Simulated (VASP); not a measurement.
The system is MgO.

```
CELL_PARAMETERS angstrom
0.00000 2.09700 2.09700
2.09700 0.00000 2.09700
2.09700 2.09700 0.00000
ATOMIC_POSITIONS crystal
Mg 0.00000 0.00000 0.00000
O 0.50000 0.50000 0.50000
```

| Quantity | Value |
| --- | --- |
| Program | VASP 6.6.1 |
| Task | relaxation of cell and atoms |
| Functional | PBE |
| Potentials or basis | VASP PAW PBE potentials, release 64 (Mg, O) |
| Cutoff | 600 eV |
| k mesh | 8 × 8 × 8 |
| Occupations | gaussian, width 0.1 eV |
| Spin | no spin polarisation |

At the start: pressure 5.9 GPa; volume 9.22 Å³/atom.

**Question.** How do energy, volume and symmetry change on relaxing?

**Answer.** Over 3 steps the energy falls by 6.1 meV/atom and the volume is 9.56 Å³/atom (+3.7 %); space group Fm-3m (No. 225, to 0.05 Å).

Step by step:
```csv
step,energy change (eV),largest force (eV/Å),pressure (GPa),volume (Å³)
1,0.0000,0.0000,5.93,18.44
2,-0.0108,0.0000,-1.87,19.37
3,-0.0122,0.0000,0.01,19.12
```

Final structure:
```cif
data_structure
_symmetry_space_group_name_H-M 'P 1'
_symmetry_Int_Tables_number 1
_cell_length_a 3.0017
_cell_length_b 3.0017
_cell_length_c 3.0017
_cell_angle_alpha 60.000
_cell_angle_beta 60.000
_cell_angle_gamma 60.000
_cell_volume 19.12
loop_
_atom_site_label
_atom_site_type_symbol
_atom_site_fract_x
_atom_site_fract_y
_atom_site_fract_z
_atom_site_occupancy
Mg1 Mg 0.00000 0.00000 0.00000 1
O1 O 0.50000 0.50000 0.50000 1
```
